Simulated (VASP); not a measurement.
# W in VASP: notebook

The runs below take W through single point, with PBE.

Everything below comes from runs of VASP 6.6.1. Logs are shortened: lines on timing, memory, paths and dates and some standing lists are left out, and cuts for length are marked.

**1. The cell of the first run**

The cell holds a slab with vacuum, 3 atoms: a = 2.855 Å, b = 2.855 Å, c = 18.662 Å, α = 90.00°, β = 90.00°, γ = 120.00°.

**2. Single point, PBE**

The input, INCAR:

```
SYSTEM = W
PREC = Accurate
ENCUT = 520
EDIFF = 1E-6
ISMEAR = 0
SIGMA = 0.1
LREAL = .False.
LASPH = .True.
NELM = 60
ALGO = Normal
ISIF = 2
LWAVE = .False.
LCHARG = .False.
LDIPOL = .True.
IDIPOL = 3
DIPOL = 0.5 0.5 0.501
GGA = PE
NBANDS = 28
```

The input, KPOINTS:

```
regular mesh
0
Gamma
  12 12 1
  0 0 0
```

The input, POSCAR:

```
W
1.0
    2.8547213223      0.0000000000      0.0000000000
   -1.4273606611      2.4722611858      0.0000000000
    0.0000000000      0.0000000000     18.6617403983
W
3
Direct
    0.6666666667      0.3333333333      0.3750989913
    0.3333333333      0.6666666667      0.5009609380
    0.0000000000      0.0000000000      0.6268087577
```

Potentials or basis: VASP PAW PBE potentials, release 64 (W_sv).

Launch:

```sh
> cat potpaw_PBE.64/W_sv/POTCAR > POTCAR
> mpirun -np 1 vasp_std > vasp.out
```

OUTCAR:

```text
SYSTEM = W
   PREC = Accurate
   ENCUT = 520
   EDIFF = 1E-6
   ISMEAR = 0
   LREAL = .False.
   LASPH = .True.
   NELM = 60
   ISIF = 2
   GGA = PE

 ion  position               nearest neighbor table
   1  0.667  0.333  0.375-   2 2.87   2 2.87   2 2.87
   2  0.333  0.667  0.501-   3 2.87   3 2.87   3 2.87   1 2.87   1 2.87   1 2.87
   3  0.000  0.000  0.627-   2 2.87   2 2.87   2 2.87

  LATTYP: Found a hexagonal cell.
 ALAT       =     2.8547213223
 C/A-ratio  =     6.5371496169

  Lattice vectors:

 A1 = (   2.8547213223,   0.0000000000,   0.0000000000)
 A2 = (  -1.4273606611,   2.4722611858,   0.0000000000)
 A3 = (   0.0000000000,   0.0000000000,  18.6617403983)

Analysis of symmetry for initial positions (statically):
=====================================================================
 Subroutine PRICEL returns:
 Original cell was already a primitive cell.

 Routine SETGRP: Setting up the symmetry group for a
 hexagonal supercell.

 Subroutine GETGRP returns: Found  6 space group operations
 (whereof  6 operations were pure point group operations)
 out of a pool of 24 trial point group operations.

The static configuration has the point symmetry C_3v.

Analysis of symmetry for dynamics (positions and initial velocities):
=====================================================================
 Subroutine PRICEL returns:
 Original cell was already a primitive cell.

 Routine SETGRP: Setting up the symmetry group for a
 hexagonal supercell.

 Subroutine GETGRP returns: Found  6 space group operations
 (whereof  6 operations were pure point group operations)
 out of a pool of 24 trial point group operations.

The dynamic configuration has the point symmetry C_3v.

 Subroutine INISYM returns: Found  6 space group operations
 (whereof  6 operations are pure point group operations),
 and found     1 'primitive' translations

----------------------------------------------------------------------------------------

                                     Primitive cell

  volume of cell :     131.7074

  direct lattice vectors                    reciprocal lattice vectors
     2.854721322  0.000000000  0.000000000     0.350296890  0.202244004  0.000000000
    -1.427360661  2.472261186  0.000000000     0.000000000  0.404488007  0.000000000
     0.000000000  0.000000000 18.661740398     0.000000000  0.000000000  0.053585570

  length of vectors
     2.854721322  2.854721322 18.661740398     0.404488007  0.404488007  0.053585570

  position of ions in fractional coordinates (direct lattice)
     0.666666667  0.333333333  0.375098991
     0.333333333  0.666666667  0.500960938
     0.000000000  0.000000000  0.626808758

  ion indices of the primitive-cell ions
   primitive index   ion index
                 1           1
                 2           2
                 3           3

----------------------------------------------------------------------------------------

 KPOINTS: regular mesh

Automatic generation of k-mesh.
 Grid dimensions read from file:
 generate k-points for:   12   12    1

 Generating k-lattice:

  Cartesian coordinates                     Fractional coordinates (reciprocal lattice)
     0.029191407  0.016853667  0.000000000     0.083333333  0.000000000  0.000000000
     0.000000000  0.033707334  0.000000000     0.000000000  0.083333333  0.000000000
     0.000000000  0.000000000  0.053585570     0.000000000  0.000000000  1.000000000

  Length of vectors
     0.033707334  0.033707334  0.053585570

  Shift w.r.t. Gamma in fractional coordinates (k-lattice)
     0.000000000  0.000000000  0.000000000

 Subroutine IBZKPT returns following result:
 ===========================================

 Found     19 irreducible k-points:

 Following reciprocal coordinates:
            Coordinates               Weight
  0.000000  0.000000  0.000000      1.000000
  0.083333 -0.000000  0.000000      6.000000
  0.166667 -0.000000  0.000000      6.000000
  0.250000 -0.000000  0.000000      6.000000
  0.333333 -0.000000  0.000000      6.000000
  0.416667 -0.000000  0.000000      6.000000
[... 11 lines left out ...]
  0.333333  0.250000  0.000000     12.000000
  0.333333  0.333333  0.000000      2.000000
   k-points           NKPTS =     19   k-points in BZ     NKDIM =     19   number of bands    NBANDS=     28
   number of dos      NEDOS =    301   number of ions     NIONS =      3
   total plane-waves  NPLWV =  80640
   dimension x,y,z NGX =    24 NGY =   24 NGZ =  140
   dimension x,y,z NGXF=    48 NGYF=   48 NGZF=  280
   ions per type =               3
   NGX,Y,Z   is equivalent  to a cutoff of  13.98, 13.98, 12.47 a.u.
   NGXF,Y,Z  is equivalent  to a cutoff of  27.95, 27.95, 24.94 a.u.
 SYSTEM =  W
   PREC   = accura    normal or accurate (medium, high low for compatibility)
   ISTART =      0    job   : 0-new  1-cont  2-samecut
   ICHARG =      2    charge: 1-file 2-atom 10-const
   ISPIN  =      1    spin polarized calculation?
   LNONCOLLINEAR =      F non collinear calculations
   LSORBIT =      F    spin-orbit coupling
   LASPH  =      T    aspherical Exc in radial PAW
   ENCUT  =  520.0 eV  38.22 Ry    6.18 a.u.   5.31  5.31 34.70*2*pi/ulx,y,z
   NELM   =     60;   NELMIN=  2; NELMDL= -5     # of ELM steps
   EDIFF  = 0.1E-05   stopping-criterion for ELM
   LREAL  =      F    real-space projection
   EDIFFG = 0.1E-04   stopping-criterion for IOM
   NSW    =      0    number of steps for IOM
   IBRION =     -1    ionic relax: 0-MD 1-quasi-New 2-CG
   NFREE  =      0    steps in history (QN), initial steepest desc. (CG)
   ISIF   =      2    stress and relaxation
   ISYM   =      2    0-nonsym 1-usesym 2-fastsym
   POTIM  = 0.5000    time-step for ionic-motion
   TEBEG  =    0.0;   TEEND  =   0.0 temperature during run
   PSTRESS=    0.0 pullay stress
   NELECT =      42.0000    total number of electrons
   NUPDOWN=      -1.0000    fix difference up-down
   EMIN   =  10.00;   EMAX   =-10.00  energy-range for DOS
   EFERMI =   0.00;   METHOD = LEGACY
   ISMEAR =     0;   SIGMA  =   0.10  broadening in eV -4-tet -1-fermi 0-gaus
   EFERMI_NEDOS =   21; number of points for ismear=-14 and -15
   IALGO  =     38    algorithm
   IMIX   =      4    mixing-type and parameters
     AMIX     =   0.40;   BMIX     =  1.00
     AMIX_MAG =   1.60;   BMIX_MAG =  1.00
  volume/ion in A,a.u.               =      43.90       296.27
  Fermi-wavevector in a.u.,A,eV,Ry     =   1.118462  2.113586 17.020303  1.250957
  Thomas-Fermi vector in A             =   2.255093
   LORBIT       =      0    0 simple, 1 ext, 2 COOP (PROOUT), +10 PAW based schemes
   GGA     = PE    functional components
   LHFCALC =     F    Hartree Fock is set to
   AEXX    =    0.0000 exact exchange contribution
   IVDW    =     0    specifies the selected vdW correction
   LEPSILON=     F    determine dielectric tensor
   LRPA    =     F    only Hartree local field effects (RPA)
 non-spin polarized calculation
 Gauss-broadening in eV      SIGMA  =   0.10
  energy-cutoff  :      520.00
  volume of cell :      131.71
 maximum number of plane-waves:      3573
 NGX is ok and might be reduce to    24
   NGX = 11   NGY = 11   NGZ = 69

 dipolmoment           0.000000      0.000000      0.000264 electrons x Angstroem

 number of electron      41.9999999 magnetization

 dipolmoment           0.000000      0.000000     -0.000005 electrons x Angstroem

 Free energy of the ion-electron system (eV)
  ---------------------------------------------------
  ext. energy  EPLUGINS =         0.00000000
  ---------------------------------------------------
  free energy    TOTEN  =       -35.04034472 eV

  energy without entropy =      -35.01958449  energy(sigma->0) =      -35.02996460

 E-fermi :   0.9891     XC(G=0):  -6.1651

 val. band max:        0.9687519450   @ k =   0.0833  -0.0000   0.0000
 cond. band min:       1.0094266521   @ k =   0.4167   0.1667   0.0000
 fundamental gap:      0.0406747071
 Fermi energy:         0.9890536984

 k-point     1 :       0.0000    0.0000    0.0000
  band No.  band energies     occupation
      1     -72.8676      2.00000
      2     -72.7697      2.00000
      3     -72.7574      2.00000
      4     -37.4747      2.00000
      5     -37.1082      2.00000
      6     -36.7116      2.00000
[... 20 lines left out ...]
     27       3.3192      0.00000
     28       3.8328      0.00000

 k-point     2 :       0.0833   -0.0000    0.0000
  band No.  band energies     occupation
      1     -72.8624      2.00000
      2     -72.7651      2.00000
      3     -72.7535      2.00000
      4     -37.4569      2.00000
      5     -37.1073      2.00000
      6     -36.7230      2.00000
[... 20 lines left out ...]
     27       3.1163      0.00000
     28       3.8824      0.00000

 k-point     3 :       0.1667   -0.0000    0.0000
  band No.  band energies     occupation
      1     -72.8479      2.00000
      2     -72.7526      2.00000
      3     -72.7428      2.00000
      4     -37.4079      2.00000
      5     -37.1183      2.00000
      6     -36.8211      2.00000
[... 20 lines left out ...]
     27       2.8919      0.00000
     28       3.8751      0.00000

 k-point     4 :       0.2500   -0.0000    0.0000
  band No.  band energies     occupation
      1     -72.8279      2.00000
      2     -72.7355      2.00000
      3     -72.7283      2.00000
      4     -37.3443      2.00000
      5     -37.2005      2.00000
      6     -36.9493      2.00000
[... 20 lines left out ...]
     27       3.2286      0.00000
     28       3.9764      0.00000

 k-point     5 :       0.3333   -0.0000    0.0000
  band No.  band energies     occupation
      1     -72.8078      2.00000
      2     -72.7184      2.00000
      3     -72.7139      2.00000
      4     -37.3722      2.00000
      5     -37.3036      2.00000
      6     -37.0862      2.00000
[... 20 lines left out ...]
     27       4.4184      0.00000
     28       4.7042      0.00000

 k-point     6 :       0.4167   -0.0000    0.0000
  band No.  band energies     occupation
      1     -72.7929      2.00000
      2     -72.7058      2.00000
      3     -72.7035      2.00000
      4     -37.5081      2.00000
      5     -37.3560      2.00000
      6     -37.2358      2.00000
[... 308 lines left out ...]
      5     -37.3248      2.00000
      6     -37.2256      2.00000
[... 20 lines left out ...]
     27       5.4070      0.00000
     28       7.5691      0.00000

 k-point    17 :       0.2500    0.2500    0.0000
  band No.  band energies     occupation
      1     -72.7874      2.00000
      2     -72.7012      2.00000
      3     -72.6996      2.00000
      4     -37.4016      2.00000
      5     -37.2722      2.00000
      6     -37.1326      2.00000
[... 20 lines left out ...]
     27       5.5416      0.00000
     28       7.2296      0.00000

 k-point    18 :       0.3333    0.2500    0.0000
  band No.  band energies     occupation
      1     -72.7799      2.00000
      2     -72.6949      2.00000
      3     -72.6944      2.00000
      4     -37.4092      2.00000
      5     -37.2613      2.00000
      6     -37.1936      2.00000
[... 20 lines left out ...]
     27       5.2985      0.00000
     28       8.0568      0.00000

 k-point    19 :       0.3333    0.3333    0.0000
  band No.  band energies     occupation
      1     -72.7771      2.00000
      2     -72.6927      2.00000
      3     -72.6924      2.00000
      4     -37.3112      2.00000
      5     -37.3112      2.00000
      6     -37.2134      2.00000
[... 20 lines left out ...]
     27       5.0299      0.00000
     28       8.1209      0.00000

------------------------ aborting loop because EDIFF is reached ----------------------------------------

 vacuum level on the upper side and lower side of the slab       (xc-potential included)        -0.213        -0.211

  FORCE on cell =-STRESS in cart. coord.  units (eV):
  Direction    XX          YY          ZZ          XY          YZ          ZX
  --------------------------------------------------------------------------------------
  -------------------------------------------------------------------------------------
  Total       -7.1794538     -7.1794538      0.0680656     -0.0000000      0.0000000     -0.0000000
  in kB      -87.3356939    -87.3356939      0.8279961     -0.0000000      0.0000000     -0.0000000
  external PRESSURE =     -57.9477972 kB  Pullay stress =       0.0000000 kB

 VOLUME and BASIS-vectors are now :
 -----------------------------------------------------------------------------
  energy-cutoff  :      520.00
  volume of cell :      131.71
      direct lattice vectors                 reciprocal lattice vectors
     2.854721322  0.000000000  0.000000000     0.350296890  0.202244004  0.000000000
    -1.427360661  2.472261186  0.000000000     0.000000000  0.404488007  0.000000000
     0.000000000  0.000000000 18.661740398     0.000000000  0.000000000  0.053585570

 POSITION                                       TOTAL-FORCE (eV/Angst)
 -----------------------------------------------------------------------------------
      1.42736      0.82409      7.00000         0.000000     -0.000000     -0.020266
     -0.00000      1.64817      9.34880        -0.000000      0.000000     -0.002181
      0.00000      0.00000     11.69734         0.000000     -0.000000      0.022447
 -----------------------------------------------------------------------------------
    total drift:                                0.000000      0.000000      0.000255

  FREE ENERGIE OF THE ION-ELECTRON SYSTEM (eV)
  ---------------------------------------------------
  free  energy   TOTEN  =       -35.0403447154 eV

  energy  without entropy=      -35.0195844885  energy(sigma->0) =      -35.02996460

 vacuum level on the upper side and lower side of the slab         5.740         5.744
```

Wall time 2.1 min (1 thread of Intel Xeon Platinum 8375C at 2.90GHz (Ice Lake), shared host); peak memory 0.27 GiB.

Results:

* Free energy: -35.0403 eV
* Largest force: 0.022 eV/Å
* Band gap on the k mesh: zero (band 21 reaches 1.78 eV, above the bottom of band 22 at 0.25 eV)

Forces on the atoms (eV/Å):
```
W    0.000  0.000 -0.020
W    0.000  0.000 -0.002
W    0.000  0.000  0.022
```

Levels at points of the mesh, in eV from the Fermi level:
```
           k point  band 17  band 18  band 19  band 20  band 21  band 22  band 23  band 24  band 25  band 26
(0.00, 0.00, 0.00)    -1.09    -0.59    -0.59    -0.45    -0.19    -0.19     0.06     0.06     0.48     2.33
(0.50, 0.00, 0.00)    -2.52    -1.40    -0.47    -0.13     0.79     1.71     1.88     2.81     3.88     4.33
```

Caveat: spin-orbit coupling is left out, which moves the levels of the heavy elements.

**3. Single point, PBE**

INCAR is that of step 2.

KPOINTS is that of step 2.

The input, POSCAR:

```
W
1.0
    2.8547213223      0.0000000000      0.0000000000
   -1.4273606611      2.4722611858      0.0000000000
    0.0000000000      0.0000000000     18.6617403983
W
3
Direct
    0.6666666667      0.3333333333      0.3750989913
    0.3333333333      0.6666666667      0.5009609391
    0.0000000000      0.0000000000      0.6268087594
```

Potentials or basis: VASP PAW PBE potentials, release 64 (W_sv).

Launch:

```sh
> cat potpaw_PBE.64/W_sv/POTCAR > POTCAR
> mpirun -np 1 vasp_std > vasp.out
```

Wall time 97 s (1 thread of Intel Xeon Platinum 8259CL at 2.50GHz (Skylake/Cascade Lake), shared host); peak memory 0.27 GiB.

The run converged. Its results:

```
Free energy            : -35.0403 eV
Largest force          : 0.022 eV/Å
Band gap on the k mesh : zero (band 21 reaches 1.78 eV, above the bottom of band 22 at 0.25 eV)
```

Forces on the atoms (eV/Å):
```
W    0.000  0.000 -0.020
W    0.000  0.000 -0.002
W    0.000  0.000  0.022
```

Levels at points of the mesh, in eV from the Fermi level:
| k point | band 19 | band 20 | band 21 | band 22 | band 23 | band 24 |
| --- | --- | --- | --- | --- | --- | --- |
| (0.00, 0.00, 0.00) | -0.59 | -0.45 | -0.19 | -0.19 | 0.06 | 0.06 |
| (0.50, 0.00, 0.00) | -0.47 | -0.13 | 0.79 | 1.71 | 1.88 | 2.81 |

Caveat: spin-orbit coupling is left out, which moves the levels of the heavy elements.
